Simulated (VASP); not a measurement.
# ZnO (zincite) (P6_3mc) in VASP: a series of runs

The runs below take ZnO (zincite) through single point, relaxation of shape and atoms at fixed volume, with PBE.

All numbers are computed with VASP 6.6.1; they aren't measurements. Logs are shortened: lines on timing, memory, paths and dates and some standing lists are left out, and cuts for length are marked.

### 1 The cell of the first run

The structure is hexagonal, space group P6_3mc (No. 186). Conventional cell: a = 3.385 Å, b = 3.385 Å, c = 5.464 Å, α = 90.00°, β = 90.00°, γ = 120.00°. Zn (site symmetry 3m) has 4 O at 2.06 to 2.07 Å within 2.7 Å. O (site symmetry 3m) has 4 Zn at 2.06 to 2.07 Å within 2.7 Å.

### 2 Single point, PBE (volume scaled by 1.10, then relaxed in part)

The input, INCAR:

```
SYSTEM = ZnO
PREC     = Accurate       ! precision mode
ENCUT    = 520            ! plane-wave cutoff, eV
EDIFF    = 1E-6           ! SCF threshold, eV
ISMEAR   = 0              ! smearing method
SIGMA    = 0.02           ! smearing width, eV
LREAL    = .False.        ! projectors in reciprocal space
LASPH    = .True.         ! aspherical terms in the spheres
NELM     = 100            ! most SCF steps
ALGO     = Normal         ! electronic algorithm
ISIF     = 2              ! what is computed and relaxed
LWAVE    = .False.        ! write WAVECAR
LCHARG   = .False.        ! write CHGCAR
GGA      = PE             ! functional
NBANDS   = 26             ! bands
```

The input, KPOINTS:

```
regular mesh
0
Gamma
  9 9 6
  0 0 0
```

The input, POSCAR:

```
ZnO
1.0
    3.3853482075      0.0000000000      0.0000000000
   -1.6926741038      2.9317975484      0.0000000000
    0.0000000000      0.0000000000      5.4641414804
Zn O
2 2
Direct
    0.3333333333      0.6666666667      0.4999685893
    0.6666666667      0.3333333333     -0.0000314107
    0.6666666667      0.3333333333      0.3790414107
    0.3333333333      0.6666666667      0.8790414107
```

Potentials or basis: VASP PAW PBE potentials, release 64 (Zn, O).

Launch:

```
$ cat potpaw_PBE.64/Zn/POTCAR potpaw_PBE.64/O/POTCAR > POTCAR
$ mpirun -np 1 vasp_std > vasp.out
```

OUTCAR:

```text
SYSTEM = ZnO
   PREC = Accurate
   ENCUT = 520
   EDIFF = 1E-6
   ISMEAR = 0
   LREAL = .False.
   LASPH = .True.
   NELM = 100
   ISIF = 2
   GGA = PE

 ion  position               nearest neighbor table
   1  0.333  0.667  0.500-   3 2.06   3 2.06   3 2.06   4 2.07
   2  0.667  0.333  1.000-   4 2.06   4 2.06   4 2.06   3 2.07
   3  0.667  0.333  0.379-   1 2.06   1 2.06   1 2.06   2 2.07
   4  0.333  0.667  0.879-   2 2.06   2 2.06   2 2.06   1 2.07

  LATTYP: Found a hexagonal cell.
 ALAT       =     3.3853482075
 C/A-ratio  =     1.6140559687

  Lattice vectors:

 A1 = (   3.3853482075,   0.0000000000,   0.0000000000)
 A2 = (  -1.6926741038,   2.9317975484,   0.0000000000)
 A3 = (   0.0000000000,   0.0000000000,   5.4641414804)

Analysis of symmetry for initial positions (statically):
=====================================================================
 Subroutine PRICEL returns:
 Original cell was already a primitive cell.

 Routine SETGRP: Setting up the symmetry group for a
 hexagonal supercell.

 Subroutine GETGRP returns: Found 12 space group operations
 (whereof  6 operations were pure point group operations)
 out of a pool of 24 trial point group operations.

The static configuration has the point symmetry C_3v.
 The point group associated with its full space group is C_6v.

Analysis of symmetry for dynamics (positions and initial velocities):
=====================================================================
 Subroutine PRICEL returns:
 Original cell was already a primitive cell.

 Routine SETGRP: Setting up the symmetry group for a
 hexagonal supercell.

 Subroutine GETGRP returns: Found 12 space group operations
 (whereof  6 operations were pure point group operations)
 out of a pool of 24 trial point group operations.

The dynamic configuration has the point symmetry C_3v.
 The point group associated with its full space group is C_6v.

 Subroutine INISYM returns: Found 12 space group operations
 (whereof  6 operations are pure point group operations),
 and found     1 'primitive' translations

----------------------------------------------------------------------------------------

                                     Primitive cell

  volume of cell :      54.2325

  direct lattice vectors                    reciprocal lattice vectors
     3.385348207  0.000000000  0.000000000     0.295390589  0.170543836  0.000000000
    -1.692674104  2.931797548  0.000000000     0.000000000  0.341087672  0.000000000
     0.000000000  0.000000000  5.464141480     0.000000000  0.000000000  0.183011367

  length of vectors
     3.385348207  3.385348208  5.464141480     0.341087672  0.341087672  0.183011367

  position of ions in fractional coordinates (direct lattice)
     0.333333333  0.666666667  0.499968589
     0.666666667  0.333333333  0.999968589
     0.666666667  0.333333333  0.379041411
     0.333333333  0.666666667  0.879041411

  ion indices of the primitive-cell ions
   primitive index   ion index
                 1           1
                 2           2
                 3           3
                 4           4

----------------------------------------------------------------------------------------

 KPOINTS: regular mesh

Automatic generation of k-mesh.
 Grid dimensions read from file:
 generate k-points for:    9    9    6

 Generating k-lattice:

  Cartesian coordinates                     Fractional coordinates (reciprocal lattice)
     0.032821177  0.018949315  0.000000000     0.111111111  0.000000000  0.000000000
     0.000000000  0.037898630  0.000000000     0.000000000  0.111111111  0.000000000
     0.000000000  0.000000000  0.030501894     0.000000000  0.000000000  0.166666667

  Length of vectors
     0.037898630  0.037898630  0.030501894

  Shift w.r.t. Gamma in fractional coordinates (k-lattice)
     0.000000000  0.000000000  0.000000000

 Subroutine IBZKPT returns following result:
 ===========================================

 Found     48 irreducible k-points:

 Following reciprocal coordinates:
            Coordinates               Weight
  0.000000  0.000000  0.000000      1.000000
  0.111111  0.000000  0.000000      6.000000
  0.222222 -0.000000  0.000000      6.000000
  0.333333  0.000000  0.000000      6.000000
  0.444444 -0.000000  0.000000      6.000000
  0.111111  0.111111  0.000000      6.000000
[... 16 lines left out ...]
  0.333333  0.222222  0.166667     24.000000
  0.333333  0.333333  0.166667      4.000000
 [... further k-points ...]
   k-points           NKPTS =     48   k-points in BZ     NKDIM =     48   number of bands    NBANDS=     26
   number of dos      NEDOS =    301   number of ions     NIONS =      4
   total plane-waves  NPLWV =  32928
   dimension x,y,z NGX =    28 NGY =   28 NGZ =   42
   dimension x,y,z NGXF=    56 NGYF=   56 NGZF=   84
   ions per type =               2   2
   NGX,Y,Z   is equivalent  to a cutoff of  13.75, 13.75, 12.78 a.u.
   NGXF,Y,Z  is equivalent  to a cutoff of  27.50, 27.50, 25.56 a.u.
 SYSTEM =  ZnO
   PREC   = accura    normal or accurate (medium, high low for compatibility)
   ISTART =      0    job   : 0-new  1-cont  2-samecut
   ICHARG =      2    charge: 1-file 2-atom 10-const
   ISPIN  =      1    spin polarized calculation?
   LNONCOLLINEAR =      F non collinear calculations
   LSORBIT =      F    spin-orbit coupling
   LASPH  =      T    aspherical Exc in radial PAW
   ENCUT  =  520.0 eV  38.22 Ry    6.18 a.u.   6.29  6.29 10.16*2*pi/ulx,y,z
   NELM   =    100;   NELMIN=  2; NELMDL= -5     # of ELM steps
   EDIFF  = 0.1E-05   stopping-criterion for ELM
   LREAL  =      F    real-space projection
   EDIFFG = 0.1E-04   stopping-criterion for IOM
   NSW    =      0    number of steps for IOM
   IBRION =     -1    ionic relax: 0-MD 1-quasi-New 2-CG
   NFREE  =      0    steps in history (QN), initial steepest desc. (CG)
   ISIF   =      2    stress and relaxation
   ISYM   =      2    0-nonsym 1-usesym 2-fastsym
   POTIM  = 0.5000    time-step for ionic-motion
   TEBEG  =    0.0;   TEEND  =   0.0 temperature during run
   PSTRESS=    0.0 pullay stress
   NELECT =      36.0000    total number of electrons
   NUPDOWN=      -1.0000    fix difference up-down
   EMIN   =  10.00;   EMAX   =-10.00  energy-range for DOS
   EFERMI =   0.00;   METHOD = LEGACY
   ISMEAR =     0;   SIGMA  =   0.02  broadening in eV -4-tet -1-fermi 0-gaus
   EFERMI_NEDOS =   21; number of points for ismear=-14 and -15
   IALGO  =     38    algorithm
   IMIX   =      4    mixing-type and parameters
     AMIX     =   0.40;   BMIX     =  1.00
     AMIX_MAG =   1.60;   BMIX_MAG =  1.00
  volume/ion in A,a.u.               =      13.56        91.49
  Fermi-wavevector in a.u.,A,eV,Ry     =   1.428091  2.698701 27.748323  2.039444
  Thomas-Fermi vector in A             =   2.548190
   LORBIT       =      0    0 simple, 1 ext, 2 COOP (PROOUT), +10 PAW based schemes
   GGA     = PE    functional components
   LHFCALC =     F    Hartree Fock is set to
   AEXX    =    0.0000 exact exchange contribution
   IVDW    =     0    specifies the selected vdW correction
   LEPSILON=     F    determine dielectric tensor
   LRPA    =     F    only Hartree local field effects (RPA)
 non-spin polarized calculation
 Gauss-broadening in eV      SIGMA  =   0.02
  energy-cutoff  :      520.00
  volume of cell :       54.23
 maximum number of plane-waves:      1482
 NGX is ok and might be reduce to    28
   NGX = 13   NGY = 13   NGZ = 21

 number of electron      35.9999976 magnetization

 Free energy of the ion-electron system (eV)
  ---------------------------------------------------
  ext. energy  EPLUGINS =         0.00000000
  ---------------------------------------------------
  free energy    TOTEN  =       -17.72061417 eV

  energy without entropy =      -17.72061417  energy(sigma->0) =      -17.72061417

 E-fermi :   0.2009     XC(G=0): -10.2338

 val. band max:        0.1198071321   @ k =   0.0000   0.0000   0.0000
 cond. band min:       0.7022384654   @ k =   0.0000   0.0000   0.0000
 fundamental gap:      0.5824313333
 Fermi energy:         0.2009176740

 k-point     1 :       0.0000    0.0000    0.0000
  band No.  band energies     occupation
      1     -17.0215      2.00000
      2     -16.4825      2.00000
      3      -5.0597      2.00000
      4      -5.0597      2.00000
      5      -5.0314      2.00000
      6      -4.9075      2.00000
[... 18 lines left out ...]
     25      13.3997      0.00000
     26      13.3997      0.00000

 k-point     2 :       0.1111    0.0000    0.0000
  band No.  band energies     occupation
      1     -16.9702      2.00000
      2     -16.4596      2.00000
      3      -5.1026      2.00000
      4      -5.0287      2.00000
      5      -4.9981      2.00000
      6      -4.9037      2.00000
[... 18 lines left out ...]
     25      13.3849      0.00000
     26      13.5037      0.00000

 k-point     3 :       0.2222   -0.0000    0.0000
  band No.  band energies     occupation
      1     -16.8340      2.00000
      2     -16.4053      2.00000
      3      -5.1777      2.00000
      4      -4.9617      2.00000
      5      -4.9571      2.00000
      6      -4.8445      2.00000
[... 18 lines left out ...]
     25      12.9693      0.00000
     26      13.4822      0.00000

 k-point     4 :       0.3333    0.0000    0.0000
  band No.  band energies     occupation
      1     -16.6624      2.00000
      2     -16.3546      2.00000
      3      -5.2021      2.00000
      4      -4.9484      2.00000
      5      -4.8935      2.00000
      6      -4.6907      2.00000
[... 18 lines left out ...]
     25      12.7774      0.00000
     26      13.2983      0.00000

 k-point     5 :       0.4444   -0.0000    0.0000
  band No.  band energies     occupation
      1     -16.5287      2.00000
      2     -16.3398      2.00000
      3      -5.1643      2.00000
      4      -4.9022      2.00000
      5      -4.8649      2.00000
      6      -4.5402      2.00000
[... 18 lines left out ...]
     25      12.6701      0.00000
     26      13.3372      0.00000

 k-point     6 :       0.1111    0.1111    0.0000
  band No.  band energies     occupation
      1     -16.8764      2.00000
      2     -16.4210      2.00000
      3      -5.1398      2.00000
      4      -5.0039      2.00000
      5      -4.9500      2.00000
      6      -4.8878      2.00000
[... 427 lines left out ...]
 k-point    21 :       0.4444    0.1111    0.1667
  band No.  band energies     occupation
      1     -16.4770      2.00000
      2     -16.3501      2.00000
      3      -5.1394      2.00000
      4      -4.8909      2.00000
      5      -4.8549      2.00000
      6      -4.5304      2.00000
[... 18 lines left out ...]
     25      12.3640      0.00000
     26      13.0256      0.00000

 k-point    22 :       0.2222    0.2222    0.1667
  band No.  band energies     occupation
      1     -16.5624      2.00000
      2     -16.3549      2.00000
      3      -5.0392      2.00000
      4      -5.0376      2.00000
      5      -4.7999      2.00000
      6      -4.7308      2.00000
[... 18 lines left out ...]
     25      11.4233      0.00000
     26      14.4287      0.00000

 k-point    23 :       0.3333    0.2222    0.1667
  band No.  band energies     occupation
      1     -16.4528      2.00000
      2     -16.3504      2.00000
      3      -5.0568      2.00000
      4      -4.8780      2.00000
      5      -4.7449      2.00000
      6      -4.5981      2.00000
[... 18 lines left out ...]
     25      12.1161      0.00000
     26      13.3708      0.00000

 k-point    24 :       0.3333    0.3333    0.1667
  band No.  band energies     occupation
      1     -16.3821      2.00000
      2     -16.3821      2.00000
      3      -5.0356      2.00000
      4      -4.7849      2.00000
      5      -4.7849      2.00000
      6      -4.4789      2.00000
[... 18 lines left out ...]
     25      13.0290      0.00000
     26      13.3136      0.00000

 [... further k-points ...]
[... 5 lines left out ...]
  --------------------------------------------------------------------------------------
  -------------------------------------------------------------------------------------
  Total       -3.1708024     -3.1708024     -3.1349717      0.0000000      0.0000000      0.0000000
  in kB      -93.6743112    -93.6743113    -92.6157720      0.0000000      0.0000000      0.0000000
  external PRESSURE =     -93.3214648 kB  Pullay stress =       0.0000000 kB

 VOLUME and BASIS-vectors are now :
 -----------------------------------------------------------------------------
  energy-cutoff  :      520.00
  volume of cell :       54.23
      direct lattice vectors                 reciprocal lattice vectors
     3.385348207  0.000000000  0.000000000     0.295390589  0.170543836  0.000000000
    -1.692674104  2.931797548  0.000000000     0.000000000  0.341087672  0.000000000
     0.000000000  0.000000000  5.464141480     0.000000000  0.000000000  0.183011367

 POSITION                                       TOTAL-FORCE (eV/Angst)
 -----------------------------------------------------------------------------------
     -0.00000      1.95453      2.73190        -0.000000      0.000000     -0.001894
      1.69267      0.97727      5.46397         0.000000     -0.000000     -0.001894
      1.69267      0.97727      2.07114        -0.000000     -0.000000      0.001894
     -0.00000      1.95453      4.80321        -0.000000     -0.000000      0.001894
 -----------------------------------------------------------------------------------
    total drift:                               -0.000000     -0.000000      0.001716

  FREE ENERGIE OF THE ION-ELECTRON SYSTEM (eV)
  ---------------------------------------------------
  free  energy   TOTEN  =       -17.7206141702 eV

  energy  without entropy=      -17.7206141702  energy(sigma->0) =      -17.72061417
```

Run time: 51 s. Hardware: 1 thread of Intel Xeon Platinum 8488C (Sapphire Rapids), shared host; peak memory 0.2 GiB.

What came out:

| Quantity | Value |
| --- | --- |
| Free energy | -17.7206 eV |
| Pressure | -9.3 GPa |
| Band gap on the k mesh | 0.58 eV, direct |

(Continued in part 2 of 2.)
